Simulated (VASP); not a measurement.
# BaTiO3 (R3m) in VASP: a series of runs, part 2 of 2

VASP 6.6.1. The steps go on from the part before.

**3. Single point, r2SCAN**

The input, POSCAR:

```
BaTiO3
1.0
    2.8399983158      1.6396737921      2.3313532671
   -2.8399983158      1.6396737921      2.3313532671
    0.0000000000     -3.2793475843      2.3313532671
Ba Ti O
1 1 3
Direct
   -0.0032057792     -0.0032057792     -0.0032057792
    0.4833346603      0.4833346603      0.4833346603
    0.5098255442      0.5098255442      0.0194200304
    0.0194200304      0.5098255442      0.5098255442
    0.5098255442      0.0194200304      0.5098255442
```

The input, INCAR.step1:

```
  PREC = Accurate
  ENCUT = 520
  ISMEAR = 0
  SIGMA = 0.01
  LREAL = False
  LASPH = True
  NELM = 60
  NBANDS = 28
  GGA = PE
  ALGO = Normal
  EDIFF = 1E-4
  LWAVE = True
  LCHARG = False
```

The input, INCAR.step2:

```
  PREC = Accurate
  ENCUT = 520
  EDIFF = 1E-7
  ISMEAR = 0
  SIGMA = 0.01
  LREAL = False
  LASPH = True
  NELM = 60
  ALGO = Normal
  ISIF = 2
  LWAVE = False
  LCHARG = True
  METAGGA = R2SCAN
  LMIXTAU = True
  LELF = True
  LVHAR = True
  NBANDS = 28
  ISTART = 1
```

The input, KPOINTS:

```
regular mesh
0
Gamma
  6 6 6
```

Potentials or basis: VASP PAW PBE potentials, release 64 (Ba_sv, Ti_sv, O).

Started as:

```
cat potpaw_PBE.64/Ba_sv/POTCAR potpaw_PBE.64/Ti_sv/POTCAR potpaw_PBE.64/O/POTCAR > POTCAR
cp INCAR.step1 INCAR
mpirun -np 1 vasp_std > vasp.out
cp INCAR.step2 INCAR
mpirun -np 1 vasp_std > vasp.out
```

OUTCAR:

```text
PREC = Accurate
   ENCUT = 520
   EDIFF = 1E-7
   ISMEAR = 0
   LREAL = False
   LASPH = True
   NELM = 60
   ISIF = 2
   METAGGA = R2SCAN
   ISTART = 1

 ion  position               nearest neighbor table
   1  0.997  0.997  0.997-   3 2.78   4 2.78   5 2.78   3 2.84   3 2.84   4 2.84   5 2.84   5 2.84
                             4 2.84   3 2.93   4 2.93   5 2.93   2 3.40   2 3.45   2 3.45   2 3.45
   2  0.483  0.483  0.483-   4 1.87   5 1.87   3 1.87   5 2.16   4 2.16   3 2.16   1 3.40   1 3.45
                             1 3.45   1 3.45   1 3.51   1 3.51   1 3.51   1 3.59
[... 953 lines left out ...]
  -------------------------------------------------------------------------------------
  Total        0.7958258      0.7958258      0.7413210      0.0000000     -0.0000000      0.0000000
  in kB       19.5746361     19.5746361     18.2340024      0.0000000     -0.0000000      0.0000000
  external PRESSURE =      19.1277582 kB  Pullay stress =       0.0000000 kB

 VOLUME and BASIS-vectors are now :
 -----------------------------------------------------------------------------
  energy-cutoff  :      520.00
  volume of cell :       65.14
      direct lattice vectors                 reciprocal lattice vectors
     2.839998316  1.639673792  2.331353267     0.176056442  0.101646234  0.142978474
    -2.839998316  1.639673792  2.331353267    -0.176056442  0.101646234  0.142978474
     0.000000000 -3.279347584  2.331353267     0.000000000 -0.203292469  0.142978474

 POSITION                                       TOTAL-FORCE (eV/Angst)
 -----------------------------------------------------------------------------------
      0.00000     -0.00000      6.97164        -0.000000     -0.000000      0.030412
      0.00000     -0.00000      3.38047        -0.000000     -0.000000      0.175355
      0.00000      1.60821      2.42244        -0.000000      0.075514     -0.068589
     -1.39275     -0.80411      2.42244        -0.065397     -0.037757     -0.068589
      1.39275     -0.80411      2.42244         0.065397     -0.037757     -0.068589
 -----------------------------------------------------------------------------------
    total drift:                               -0.000000      0.000001     -0.003802

  FREE ENERGIE OF THE ION-ELECTRON SYSTEM (eV)
  ---------------------------------------------------
  free  energy   TOTEN  =       -74.2683255837 eV

  energy  without entropy=      -74.2683255837  energy(sigma->0) =      -74.26832558
```

OUTCAR.step1:

```text
PREC = Accurate
   ENCUT = 520
   ISMEAR = 0
   LREAL = False
   LASPH = True
[... 979 lines left out ...]
      0.00000     -0.00000      3.38047         0.000000     -0.000000      0.129988
      0.00000      1.60821      2.42244         0.000000      0.119446     -0.050197
     -1.39275     -0.80411      2.42244        -0.103443     -0.059723     -0.050197
      1.39275     -0.80411      2.42244         0.103443     -0.059723     -0.050197
 -----------------------------------------------------------------------------------
    total drift:                                0.000000      0.000001      0.001123

  FREE ENERGIE OF THE ION-ELECTRON SYSTEM (eV)
  ---------------------------------------------------
  free  energy   TOTEN  =       -40.0230188936 eV

  energy  without entropy=      -40.0230188936  energy(sigma->0) =      -40.02301889
```

Run time: 1.8 min. Hardware: 1 thread of Intel Xeon 6975P-C (Granite Rapids), shared host; peak memory 0.21 GiB.

What came out:

```
Free energy            : -74.2683 eV
Pressure               : 1.9 GPa
Largest force          : 0.175 eV/Å
Band gap on the k mesh : 2.85 eV, indirect (least direct gap 3.31 eV)
```

Forces in eV/Å, atoms in the order of the input:
```
Ba   0.000  0.000  0.030
Ti   0.000  0.000  0.175
O    0.000  0.076 -0.069
O   -0.065 -0.038 -0.069
O    0.065 -0.038 -0.069
```

Levels at points of the mesh, in eV from the valence-band top:
```
           k point  band 17  band 18  band 19  band 20  band 21  band 22  band 23  band 24
(0.00, 0.00, 0.00)    -1.07    -0.58    -0.46    -0.46     2.85     2.85     2.99     4.80
(0.50, 0.00, 0.00)    -1.68    -1.58    -1.01    -0.89     3.01     4.14     4.26     4.76
(0.50, 0.50, 0.00)    -1.66    -0.91    -0.86    -0.09     4.23     4.23     4.58     5.36
(0.50, 0.50, 0.50)    -2.36    -0.02    -0.02     0.00     4.66     4.85     4.85     7.18
```

Caveat: the PAW data sets were made with another functional, which shifts forces and pressure a little; spin-orbit coupling is left out, which moves the levels of the heavy elements.

**4. Single point, r2SCAN (volume changed by +3%)**

Edit POSCAR of step 3 so:

```diff
@@ -2,5 +2,5 @@
 1.0
-    2.8399983158      1.6396737921      2.3313532671
-   -2.8399983158      1.6396737921      2.3313532671
-    0.0000000000     -3.2793475843      2.3313532671
+    2.8681189398      1.6559092420      2.3544374740
+   -2.8681189398      1.6559092420      2.3544374740
+    0.0000000000     -3.3118184840      2.3544374740
 Ba Ti O
```

The input, INCAR.step1:

```
  PREC = Accurate
  ENCUT = 520
  ISMEAR = 0
  SIGMA = 0.01
  LREAL = F
  LASPH = T
  NELM = 100
  NBANDS = 28
  GGA = PE
  ALGO = Normal
  EDIFF = 1E-4
  LWAVE = T
  LCHARG = F
```

The input, INCAR.step2:

```
  PREC = Accurate
  ENCUT = 520
  EDIFF = 1E-7
  ISMEAR = 0
  SIGMA = 0.01
  LREAL = F
  LASPH = T
  NELM = 100
  ALGO = Normal
  ISIF = 2
  LWAVE = F
  LCHARG = F
  METAGGA = R2SCAN
  LMIXTAU = T
  NBANDS = 28
  ISTART = 1
```

KPOINTS is that of step 3.

Started as:

```
cat potpaw_PBE.64/Ba_sv/POTCAR potpaw_PBE.64/Ti_sv/POTCAR potpaw_PBE.64/O/POTCAR > POTCAR
cp INCAR.step1 INCAR
mpirun -np 1 vasp_std > vasp.out
cp INCAR.step2 INCAR
mpirun -np 1 vasp_std > vasp.out
```

Wall time 2.2 min (1 thread of Intel Xeon 6975P-C (Granite Rapids), shared host); peak memory 0.21 GiB.

The run converged. Its results:

| Property | Result |
| --- | --- |
| Free energy | -74.2631 eV |
| Pressure | -3.1 GPa |
| Largest force | 0.160 eV/Å |
| Band gap on the k mesh | 2.76 eV, indirect (least direct gap 3.24 eV) |

Forces on the atoms (eV/Å):
```
Ba   0.000  0.000  0.003
Ti   0.000  0.000 -0.160
O    0.000 -0.130  0.052
O    0.113  0.065  0.052
O   -0.113  0.065  0.052
```

Stress tensor (GPa, compression positive):
```
-3.14  0.00  0.00
 0.00 -3.14  0.00
 0.00  0.00 -2.90
```

Levels at points of the mesh, in eV from the valence-band top:
```csv
k point,band 18,band 19,band 20,band 21,band 22,band 23
"(0.00, 0.00, 0.00)",-0.59,-0.48,-0.48,2.76,2.76,2.89
"(0.50, 0.00, 0.00)",-1.55,-1.00,-0.89,2.90,3.98,4.10
"(0.50, 0.50, 0.00)",-0.92,-0.87,-0.09,4.06,4.07,4.40
"(0.50, 0.50, 0.50)",-0.02,-0.02,0.00,4.47,4.65,4.65
```

Caveat: the PAW data sets were made with another functional, which shifts forces and pressure a little; spin-orbit coupling is left out, which moves the levels of the heavy elements. A k mesh can miss the band edges.

**5. Single point, r2SCAN (volume changed by +6%)**

Edit POSCAR of step 4 so:

```diff
@@ -2,5 +2,5 @@
 1.0
-    2.8681189398      1.6559092420      2.3544374740
-   -2.8681189398      1.6559092420      2.3544374740
-    0.0000000000     -3.3118184840      2.3544374740
+    2.8956986985      1.6718324230      2.3770776848
+   -2.8956986985      1.6718324230      2.3770776848
+    0.0000000000     -3.3436648461      2.3770776847
 Ba Ti O
```

The input, INCAR.step1:

```
  PREC = Accurate
  ENCUT = 520
  ISMEAR = 0
  SIGMA = 0.01
  LREAL = False
  LASPH = True
  NELM = 60
  NBANDS = 28
  GGA = PE
  ALGO = Normal
  EDIFF = 1E-4
  LWAVE = True
  LCHARG = False
```

The input, INCAR.step2:

```
  PREC = Accurate
  ENCUT = 520
  EDIFF = 1E-6
  ISMEAR = 0
  SIGMA = 0.01
  LREAL = False
  LASPH = True
  NELM = 60
  ALGO = Normal
  ISIF = 2
  LWAVE = False
  LCHARG = False
  METAGGA = R2SCAN
  LMIXTAU = True
  NBANDS = 28
  ISTART = 1
```

The input, KPOINTS:

```
Automatic mesh
0
Gamma
  6 6 6
```

Started as:

```
cat potpaw_PBE.64/Ba_sv/POTCAR potpaw_PBE.64/Ti_sv/POTCAR potpaw_PBE.64/O/POTCAR > POTCAR
cp INCAR.step1 INCAR
mpirun -np 1 vasp_std > vasp.out
cp INCAR.step2 INCAR
mpirun -np 1 vasp_std > vasp.out
```

Run time: 76 s. Hardware: 1 thread of Intel Xeon 6975P-C (Granite Rapids), shared host; peak memory 0.22 GiB.

The run converged. Its results:

| Quantity | Value |
| --- | --- |
| Free energy | -74.2015 eV |
| Pressure | -7.3 GPa |
| Largest force | 0.466 eV/Å |
| Band gap on the k mesh | 2.67 eV, indirect (least direct gap 3.17 eV) |

Forces in eV/Å, atoms in the order of the input:
```
Ba   0.000  0.000 -0.022
Ti   0.000  0.000 -0.466
O    0.000 -0.315  0.163
O    0.273  0.158  0.163
O   -0.273  0.158  0.163
```

Stress tensor (GPa, compression positive):
```
-7.50  0.00  0.00
 0.00 -7.50  0.00
 0.00  0.00 -6.94
```

Levels at points of the mesh, in eV from the valence-band top:
```
           k point  band 17  band 18  band 19  band 20  band 21  band 22  band 23  band 24
(0.00, 0.00, 0.00)    -0.98    -0.60    -0.50    -0.50     2.67     2.67     2.80     4.38
(0.50, 0.00, 0.00)    -1.57    -1.52    -0.99    -0.88     2.80     3.83     3.94     4.34
(0.50, 0.50, 0.00)    -1.68    -0.93    -0.88    -0.08     3.90     3.91     4.23     4.88
(0.50, 0.50, 0.50)    -2.37    -0.02    -0.02     0.00     4.29     4.46     4.46     6.84
```

Caveat: the PAW data sets were made with another functional, which shifts forces and pressure a little; spin-orbit coupling is left out, which moves the levels of the heavy elements.

**6. Overview**

| cell | gap on the mesh (eV) | pressure (GPa) | largest force (eV/Å) |
| --- | --- | --- | --- |
| a = 4.024 Å, angles 89.8°, 5 atoms | 2.85 | 1.9 | 0.18 |
| a = 4.063 Å, angles 89.8°, 5 atoms | 2.76 | -3.1 | 0.16 |
| a = 4.103 Å, angles 89.8°, 5 atoms | 2.67 | -7.3 | 0.47 |

Alike in all rows: task single point; level r2SCAN; potentials or basis VASP PAW PBE potentials, release 64 (Ba_sv, Ti_sv, O); no spin polarisation; k mesh 6 × 6 × 6; cutoff (eV) 520; smearing gaussian 0.01 eV.

Caveats: the PAW data sets were made with another functional, which shifts forces and pressure a little; spin-orbit coupling is left out, which moves the levels of the heavy elements.

Total energies depend on the potentials used, so only differences within one code and one set of settings carry meaning.
